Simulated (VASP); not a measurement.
# Sr3Mo (Pm-3m) in VASP: notebook

The runs below take Sr3Mo through single point, relaxation of cell and atoms, with PBE.

Program: VASP 6.6.1. These are calculated values, not measurements. Logs are shortened: lines on timing, memory, paths and dates and some standing lists are left out, and cuts for length are marked.

**1. The cell of the first run**

The structure is cubic, space group Pm-3m (No. 221). Conventional cell: a = 5.196 Å, b = 5.196 Å, c = 5.196 Å, α = 90.00°, β = 90.00°, γ = 90.00°. Within 4.8 Å of Sr (site symmetry 4/mmm) lie 8 Sr at 3.67 Å and 4 Mo at 3.67 Å. Mo (site symmetry m-3m) has 12 Sr at 3.67 Å within 4.8 Å.

**2. Single point, PBE**

INCAR reads:

```
PREC = Accurate ; ENCUT = 520
EDIFF = 1E-6 ; ISMEAR = 0
SIGMA = 0.1 ; LREAL = F
LASPH = T ; NELM = 80
ALGO = Fast ; ISIF = 2
LWAVE = F ; LCHARG = T
GGA = PE ; LELF = T
LVHAR = T ; NBANDS = 30
```

KPOINTS reads:

```
Automatic mesh
0
Gamma
  4 4 4
```

POSCAR reads:

```
Sr3Mo
1.0
    5.1960024605      0.0000000000      0.0000000000
    0.0000000000      5.1960024605      0.0000000000
    0.0000000000      0.0000000000      5.1960024605
Sr Mo
3 1
Direct
    0.0000000000      0.5000000000      0.5000000000
    0.5000000000      0.0000000000      0.5000000000
    0.5000000000      0.5000000000      0.0000000000
    0.0000000000      0.0000000000      0.0000000000
```

Potentials or basis: VASP PAW PBE potentials, release 64 (Sr_sv, Mo_sv).

On the command line:

```bash
> cat potpaw_PBE.64/Sr_sv/POTCAR potpaw_PBE.64/Mo_sv/POTCAR > POTCAR
> mpirun -np 1 vasp_std > vasp.out
```

OUTCAR:

```text
PREC = Accurate
   ENCUT = 520
   EDIFF = 1E-6
   ISMEAR = 0
   LREAL = F
   LASPH = T
   NELM = 80
   ISIF = 2
   GGA = PE

 ion  position               nearest neighbor table
   1  0.000  0.500  0.500-   2 3.67   3 3.67   4 3.67   3 3.67   4 3.67   2 3.67   4 3.67   4 3.67
                             2 3.67   3 3.67   3 3.67   2 3.67
   2  0.500  0.000  0.500-   1 3.67   3 3.67   4 3.67   3 3.67   4 3.67   1 3.67   3 3.67   3 3.67
                             1 3.67   4 3.67   4 3.67   1 3.67
   3  0.500  0.500  0.000-   1 3.67   2 3.67   4 3.67   1 3.67   2 3.67   2 3.67   4 3.67   2 3.67
                             1 3.67   4 3.67   1 3.67   4 3.67
   4  0.000  0.000  0.000-   1 3.67   2 3.67   3 3.67   1 3.67   2 3.67   1 3.67   3 3.67   1 3.67
                             2 3.67   3 3.67   2 3.67   3 3.67

  LATTYP: Found a simple cubic cell.
 ALAT       =     5.1960024605

  Lattice vectors:

 A1 = (   5.1960024605,   0.0000000000,   0.0000000000)
 A2 = (   0.0000000000,   5.1960024605,   0.0000000000)
 A3 = (   0.0000000000,   0.0000000000,   5.1960024605)

Analysis of symmetry for initial positions (statically):
=====================================================================
 Subroutine PRICEL returns:
 Original cell was already a primitive cell.

 Routine SETGRP: Setting up the symmetry group for a
 simple cubic supercell.

 Subroutine GETGRP returns: Found 48 space group operations
 (whereof 48 operations were pure point group operations)
 out of a pool of 48 trial point group operations.

The static configuration has the point symmetry O_h .

Analysis of symmetry for dynamics (positions and initial velocities):
=====================================================================
 Subroutine PRICEL returns:
 Original cell was already a primitive cell.

 Routine SETGRP: Setting up the symmetry group for a
 simple cubic supercell.

 Subroutine GETGRP returns: Found 48 space group operations
 (whereof 48 operations were pure point group operations)
 out of a pool of 48 trial point group operations.

The dynamic configuration has the point symmetry O_h .

 Subroutine INISYM returns: Found 48 space group operations
 (whereof 48 operations are pure point group operations),
 and found     1 'primitive' translations

----------------------------------------------------------------------------------------

                                     Primitive cell

  volume of cell :     140.2840

  direct lattice vectors                    reciprocal lattice vectors
     5.196002460  0.000000000  0.000000000     0.192455644  0.000000000  0.000000000
     0.000000000  5.196002460  0.000000000     0.000000000  0.192455644  0.000000000
     0.000000000  0.000000000  5.196002460     0.000000000  0.000000000  0.192455644

  length of vectors
     5.196002460  5.196002460  5.196002460     0.192455644  0.192455644  0.192455644

  position of ions in fractional coordinates (direct lattice)
     0.000000000  0.500000000  0.500000000
     0.500000000  0.000000000  0.500000000
     0.500000000  0.500000000  0.000000000
     0.000000000  0.000000000  0.000000000

  ion indices of the primitive-cell ions
   primitive index   ion index
                 1           1
                 2           2
                 3           3
                 4           4

----------------------------------------------------------------------------------------

 KPOINTS: Automatic mesh

Automatic generation of k-mesh.
 Grid dimensions read from file:
 generate k-points for:    4    4    4

 Generating k-lattice:

  Cartesian coordinates                     Fractional coordinates (reciprocal lattice)
     0.048113911  0.000000000  0.000000000     0.250000000  0.000000000  0.000000000
     0.000000000  0.048113911  0.000000000     0.000000000  0.250000000  0.000000000
     0.000000000  0.000000000  0.048113911     0.000000000  0.000000000  0.250000000

  Length of vectors
     0.048113911  0.048113911  0.048113911

  Shift w.r.t. Gamma in fractional coordinates (k-lattice)
     0.000000000  0.000000000  0.000000000

 Subroutine IBZKPT returns following result:
 ===========================================

 Found     10 irreducible k-points:

 Following reciprocal coordinates:
            Coordinates               Weight
  0.000000  0.000000  0.000000      1.000000
  0.250000  0.000000  0.000000      6.000000
  0.500000  0.000000  0.000000      3.000000
  0.250000  0.250000  0.000000     12.000000
  0.500000  0.250000  0.000000     12.000000
  0.500000  0.500000  0.000000      3.000000
  0.250000  0.250000  0.250000      8.000000
  0.500000  0.250000  0.250000     12.000000
  0.500000  0.500000  0.250000      6.000000
  0.500000  0.500000  0.500000      1.000000
   k-points           NKPTS =     10   k-points in BZ     NKDIM =     10   number of bands    NBANDS=     30
   number of dos      NEDOS =    301   number of ions     NIONS =      4
   total plane-waves  NPLWV =  64000
[... 35 lines left out ...]
     AMIX_MAG =   1.60;   BMIX_MAG =  1.00
  volume/ion in A,a.u.               =      35.07       236.67
  Fermi-wavevector in a.u.,A,eV,Ry     =   1.112303  2.101948 16.833367  1.237218
  Thomas-Fermi vector in A             =   2.248876
   LORBIT       =      0    0 simple, 1 ext, 2 COOP (PROOUT), +10 PAW based schemes
   GGA     = PE    functional components
   LHFCALC =     F    Hartree Fock is set to
   AEXX    =    0.0000 exact exchange contribution
   IVDW    =     0    specifies the selected vdW correction
   LEPSILON=     F    determine dielectric tensor
   LRPA    =     F    only Hartree local field effects (RPA)
 non-spin polarized calculation
 RMM-DIIS sequential band-by-band and
 Gauss-broadening in eV      SIGMA  =   0.10
  energy-cutoff  :      520.00
  volume of cell :      140.28
 maximum number of plane-waves:      3840
 NGX is ok and might be reduce to    40
   NGX = 19   NGY = 19   NGZ = 19

 number of electron      43.9999998 magnetization

 Free energy of the ion-electron system (eV)
  ---------------------------------------------------
  ext. energy  EPLUGINS =         0.00000000
  ---------------------------------------------------
  free energy    TOTEN  =       -11.76801670 eV

  energy without entropy =      -11.72966021  energy(sigma->0) =      -11.74883845

 E-fermi :   3.1765     XC(G=0):  -8.9334

 val. band max:        3.1429088723   @ k =   0.2500   0.2500   0.2500
 cond. band min:       3.2346897560   @ k =   0.5000   0.5000   0.2500
 fundamental gap:      0.0917808837
 Fermi energy:         3.1764510293

 k-point     1 :       0.0000    0.0000    0.0000
  band No.  band energies     occupation
      1     -57.0800      2.00000
      2     -32.4007      2.00000
      3     -32.3002      2.00000
      4     -32.3002      2.00000
      5     -31.1551      2.00000
      6     -31.1551      2.00000
[... 22 lines left out ...]
     29       5.7766      0.00000
     30       6.0251      0.00000

 k-point     2 :       0.2500    0.0000    0.0000
  band No.  band energies     occupation
      1     -57.0800      2.00000
      2     -32.3883      2.00000
      3     -32.3131      2.00000
      4     -32.3000      2.00000
      5     -31.1551      2.00000
      6     -31.1551      2.00000
[... 22 lines left out ...]
     29       5.7877      0.00000
     30       6.2629      0.00000

 k-point     3 :       0.5000    0.0000    0.0000
  band No.  band energies     occupation
      1     -57.0800      2.00000
      2     -32.3683      2.00000
      3     -32.3336      2.00000
      4     -32.2999      2.00000
      5     -31.1550      2.00000
      6     -31.1550      2.00000
[... 22 lines left out ...]
     29       6.1288      0.00000
     30       6.3454      0.00000

 k-point     4 :       0.2500    0.2500    0.0000
  band No.  band energies     occupation
      1     -57.0800      2.00000
      2     -32.3770      2.00000
      3     -32.3171      2.00000
      4     -32.3073      2.00000
      5     -31.1550      2.00000
      6     -31.1549      2.00000
[... 154 lines left out ...]
     29       5.4484      0.00000
     30       5.9754      0.00000

 k-point     9 :       0.5000    0.5000    0.2500
  band No.  band energies     occupation
      1     -57.0800      2.00000
      2     -32.3334      2.00000
      3     -32.3334      2.00000
      4     -32.3332      2.00000
      5     -31.1552      2.00000
      6     -31.1551      2.00000
[... 22 lines left out ...]
     29       4.9035      0.00000
     30       6.2212      0.00000

 k-point    10 :       0.5000    0.5000    0.5000
  band No.  band energies     occupation
      1     -57.0800      2.00000
      2     -32.3330      2.00000
      3     -32.3330      2.00000
      4     -32.3330      2.00000
      5     -31.1555      2.00000
      6     -31.1555      2.00000
[... 22 lines left out ...]
     29       4.5455      0.00000
     30       6.3436      0.00000

------------------------ aborting loop because EDIFF is reached ----------------------------------------

  FORCE on cell =-STRESS in cart. coord.  units (eV):
  Direction    XX          YY          ZZ          XY          YZ          ZX
  --------------------------------------------------------------------------------------
  -------------------------------------------------------------------------------------
  Total        0.1436353      0.1436353      0.1436353      0.0000000      0.0000000      0.0000000
  in kB        1.6404526      1.6404526      1.6404526      0.0000000      0.0000000      0.0000000
  external PRESSURE =       1.6404526 kB  Pullay stress =       0.0000000 kB

 VOLUME and BASIS-vectors are now :
 -----------------------------------------------------------------------------
  energy-cutoff  :      520.00
  volume of cell :      140.28
      direct lattice vectors                 reciprocal lattice vectors
     5.196002460  0.000000000  0.000000000     0.192455644  0.000000000  0.000000000
     0.000000000  5.196002460  0.000000000     0.000000000  0.192455644  0.000000000
     0.000000000  0.000000000  5.196002460     0.000000000  0.000000000  0.192455644

 POSITION                                       TOTAL-FORCE (eV/Angst)
 -----------------------------------------------------------------------------------
      0.00000      2.59800      2.59800         0.000000      0.000000      0.000000
      2.59800      0.00000      2.59800         0.000000      0.000000      0.000000
      2.59800      2.59800      0.00000         0.000000      0.000000      0.000000
      0.00000      0.00000      0.00000         0.000000      0.000000      0.000000
 -----------------------------------------------------------------------------------
    total drift:                                0.000000     -0.000000     -0.000000

  FREE ENERGIE OF THE ION-ELECTRON SYSTEM (eV)
  ---------------------------------------------------
  free  energy   TOTEN  =       -11.7680166959 eV

  energy  without entropy=      -11.7296602109  energy(sigma->0) =      -11.74883845
```

Run time: 78 s. Hardware: 1 thread of AMD EPYC 7R13, shared host; peak memory 0.22 GiB.

Results:

```yaml
Free_energy: -11.7680 eV
Pressure: 0.2 GPa
Band_gap_on_the_k_mesh: zero (band 22 reaches 3.59 eV, above the bottom of band 23 at 2.61 eV)
```

**3. Relaxation of cell and atoms, PBE**

This run uses another cell than the first one, of 27.48 Å³/atom, 0.784 times its volume.

INCAR reads:

```
PREC = Accurate
ENCUT = 600
EDIFF = 1E-6
ISMEAR = 0
SIGMA = 0.1
LREAL = False
LASPH = True
NELM = 80
ALGO = Normal
ISIF = 3
LWAVE = False
LCHARG = False
GGA = PE
IBRION = 2
NSW = 90
EDIFFG = -0.04
```

KPOINTS is that of step 2.

POSCAR reads:

```
Sr3Mo
1.0
    4.7905091538      0.0000000000      0.0000000000
    0.0000000000      4.7905091538      0.0000000000
    0.0000000000      0.0000000000      4.7905091538
Sr Mo
3 1
Direct
    0.0000000000      0.5000000000      0.5000000000
    0.5000000000      0.0000000000      0.5000000000
    0.5000000000      0.5000000000      0.0000000000
    0.0000000000      0.0000000000      0.0000000000
```

Potentials or basis: VASP PAW PBE potentials, release 64 (Sr_sv, Mo_sv).

On the command line:

```bash
> cat potpaw_PBE.64/Sr_sv/POTCAR potpaw_PBE.64/Mo_sv/POTCAR > POTCAR
> mpirun -np 1 vasp_std > vasp.out
```

Run time: 4.1 min. Hardware: 1 thread of AMD EPYC 7R13, shared host; peak memory 0.23 GiB.

The run converged. Its results:

| Item | Value |
| --- | --- |
| Free energy | -11.7639 eV |
| Relaxed volume | 35.49 Å³/atom |
| Relaxed cell | a = 5.217 Å, b = 5.217 Å, c = 5.217 Å, α = 90.00°, β = 90.00°, γ = 90.00° |
| Space group after relaxing (to 0.05 Å) | Pm-3m (No. 221) |
| Energy gained by relaxing | 182.1 meV/atom |
| Ionic steps | 3 |
| Pressure after relaxing | -0.1 GPa |
| Band gap on the k mesh | zero (band 22 reaches 3.53 eV, above the bottom of band 23 at 2.57 eV) |

Step by step:
```tsv
step	energy change (eV)	largest force (eV/Å)	pressure (GPa)	volume (Å³)
1	0.0000	0.0000	8.94	109.94
2	-0.7146	0.0000	0.89	136.20
3	-0.7282	0.0000	-0.12	141.95
```

Final structure:
```
CELL_PARAMETERS angstrom
5.21655 0.00000 0.00000
0.00000 5.21655 0.00000
0.00000 0.00000 5.21655
ATOMIC_POSITIONS crystal
Sr 0.00000 0.50000 0.50000
Sr 0.50000 0.00000 0.50000
Sr 0.50000 0.50000 0.00000
Mo 0.00000 0.00000 0.00000
```

Levels at points of the mesh, in eV from the Fermi level:
```
           k point  band 21  band 22  band 23  band 24  band 25  band 26
(0.00, 0.00, 0.00)    -0.55    -0.55    -0.55     1.97     1.97     1.97
(0.50, 0.00, 0.00)    -0.06    -0.06    -0.06     0.38     1.13     1.13
(0.50, 0.50, 0.00)    -0.05    -0.05    -0.04     0.46     1.07     1.78
(0.50, 0.50, 0.50)     0.34     0.34     1.13     1.13     1.35     1.36
```

Caveat: the volume moved by over 15 % at a fixed basis, so the end points are rough.

**4. Single point, PBE**

INCAR reads:

```
  ALGO = Fast
  EDIFF = 1E-6
  ENCUT = 520
  GGA = PE
  ISIF = 2
  ISMEAR = 0
  LASPH = True
  LCHARG = True
  LELF = True
  LREAL = False
  LVHAR = True
  LWAVE = False
  NBANDS = 30
  NELM = 60
  PREC = Accurate
  SIGMA = 0.1
```

KPOINTS reads:

```
k-points
0
Gamma
  10 10 10
```

POSCAR reads:

```
Sr3Mo
1.0
    5.1992331971      0.0000000000      0.0000000000
    0.0000000000      5.1992331971      0.0000000000
    0.0000000000      0.0000000000      5.1992331971
Sr Mo
3 1
Direct
    0.0000000000      0.5000000000      0.5000000000
    0.5000000000      0.0000000000      0.5000000000
    0.5000000000      0.5000000000      0.0000000000
    0.0000000000      0.0000000000      0.0000000000
```

On the command line:

```bash
> cat potpaw_PBE.64/Sr_sv/POTCAR potpaw_PBE.64/Mo_sv/POTCAR > POTCAR
> mpirun -np 1 vasp_std > vasp.out
```

It took 8.2 min on 1 thread of AMD EPYC 7R13, shared host; peak memory 0.35 GiB.

Results (log left out):

```
Free energy            : -11.7604 eV
Pressure               : 0.1 GPa
Band gap on the k mesh : zero (band 22 reaches 3.51 eV, above the bottom of band 23 at 2.58 eV)
```

Levels at points of the mesh, in eV from the Fermi level:
```
           k point  band 20  band 21  band 22  band 23  band 24  band 25
(0.00, 0.00, 0.00)    -1.15    -0.53    -0.53    -0.53     2.04     2.04
(0.50, 0.00, 0.00)    -0.21    -0.03    -0.03     0.00     0.40     1.19
(0.50, 0.50, 0.00)    -0.69    -0.03    -0.03    -0.03     0.51     0.53
(0.50, 0.50, 0.50)    -1.23     0.35     0.35     1.21     1.21     1.21
```

**5. Relaxation of cell and atoms, PBE**

INCAR reads:

```
SYSTEM = Sr3Mo
PREC     = Accurate       ! precision mode
ENCUT    = 600            ! plane-wave cutoff, eV
EDIFF    = 1E-6           ! SCF threshold, eV
ISMEAR   = 0              ! smearing method
SIGMA    = 0.1            ! smearing width, eV
LREAL    = .False.        ! projectors in reciprocal space
LASPH    = .True.         ! aspherical terms in the spheres
NELM     = 100            ! most SCF steps
ALGO     = Fast           ! electronic algorithm
ISIF     = 3              ! what is computed and relaxed
LWAVE    = .False.        ! write WAVECAR
LCHARG   = .False.        ! write CHGCAR
GGA      = PE             ! functional
IBRION   = 2              ! ionic algorithm
NSW      = 100            ! ionic steps
EDIFFG   = -0.01          ! ionic threshold
```

KPOINTS reads:

```
regular mesh
0
Gamma
  10 10 10
  0 0 0
```

POSCAR reads:

```
Sr3Mo
1.0
    5.1960024605      0.0000000000      0.0000000000
    0.0000000000      5.1960024605      0.0000000000
    0.0000000000      0.0000000000      5.1960024605
Sr Mo
3 1
Direct
    0.0000000000      0.5000000000      0.5000000000
    0.5000000000      0.0000000000      0.5000000000
    0.5000000000      0.5000000000      0.0000000000
    0.0000000000      0.0000000000      0.0000000000
```

On the command line:

```bash
> cat potpaw_PBE.64/Sr_sv/POTCAR potpaw_PBE.64/Mo_sv/POTCAR > POTCAR
> mpirun -np 1 vasp_std > vasp.out
```

Run time: 23 min. Hardware: 1 thread of AMD EPYC 7R13, shared host; peak memory 0.4 GiB.

The run converged. Its results:

```
Free energy                            : -11.7598 eV
Relaxed volume                         : 35.32 Å³/atom
Relaxed cell                           : a = 5.208 Å, b = 5.208 Å, c = 5.208 Å, α = 90.00°, β = 90.00°, γ = 90.00°
Space group after relaxing (to 0.05 Å) : Pm-3m (No. 221)
Energy gained by relaxing              : 0.1 meV/atom
Ionic steps                            : 3
Pressure after relaxing                : 0.0 GPa
Band gap on the k mesh                 : zero (band 22 reaches 3.48 eV, above the bottom of band 23 at 2.56 eV)
```

Step by step:
```csv
step,energy change (eV),largest force (eV/Å),pressure (GPa),volume (Å³)
1,0.0000,0.0000,0.13,140.28
2,-0.0003,0.0000,0.05,140.87
3,-0.0003,0.0000,-0.02,141.28
```

Final structure:
```
Sr Mo
1.0
     5.20833    0.00000    0.00000
     0.00000    5.20833    0.00000
     0.00000    0.00000    5.20833
Sr Mo
3 1
Direct
  0.00000 0.50000 0.50000
  0.50000 0.00000 0.50000
  0.50000 0.50000 0.00000
  0.00000 0.00000 0.00000
```

Levels at points of the mesh, in eV from the Fermi level:
| k point | band 19 | band 20 | band 21 | band 22 | band 23 | band 24 | band 25 | band 26 |
| --- | --- | --- | --- | --- | --- | --- | --- | --- |
| (0.00, 0.00, 0.00) | -1.14 | -1.14 | -0.53 | -0.53 | -0.53 | 2.03 | 2.03 | 2.03 |
| (0.50, 0.00, 0.00) | -0.56 | -0.21 | -0.03 | -0.03 | 0.01 | 0.40 | 1.19 | 1.19 |
| (0.50, 0.50, 0.00) | -0.69 | -0.69 | -0.03 | -0.03 | -0.03 | 0.50 | 0.53 | 1.12 |
| (0.50, 0.50, 0.50) | -1.22 | -1.22 | 0.35 | 0.35 | 1.19 | 1.19 | 1.19 | 1.40 |

**6. Summary**

| task | cell | k mesh | cutoff (eV) | gap on the mesh (eV) | pressure (GPa) | relaxed volume (Å³/atom) |
| --- | --- | --- | --- | --- | --- | --- |
| single point | a = 5.196 Å, 4 atoms | 4 × 4 × 4 | 520 | none | 0.2 | - |
| relaxation of cell and atoms | relaxed from a = 4.791 Å, 4 atoms | 4 × 4 × 4 | 600 | none | -0.1 | 35.49 |
| single point | a = 5.199 Å, 4 atoms | 10 × 10 × 10 | 520 | none | 0.1 | - |
| relaxation of cell and atoms | relaxed from a = 5.196 Å, 4 atoms | 10 × 10 × 10 | 600 | none | 0.0 | 35.32 |

Alike in all rows: level PBE; potentials or basis VASP PAW PBE potentials, release 64 (Sr_sv, Mo_sv); no spin polarisation; smearing gaussian 0.1 eV.

Caveats: the volume moved by over 15 % at a fixed basis, so the end points are rough (some runs).

Total energies depend on the potentials used, so only differences within one code and one set of settings carry meaning.
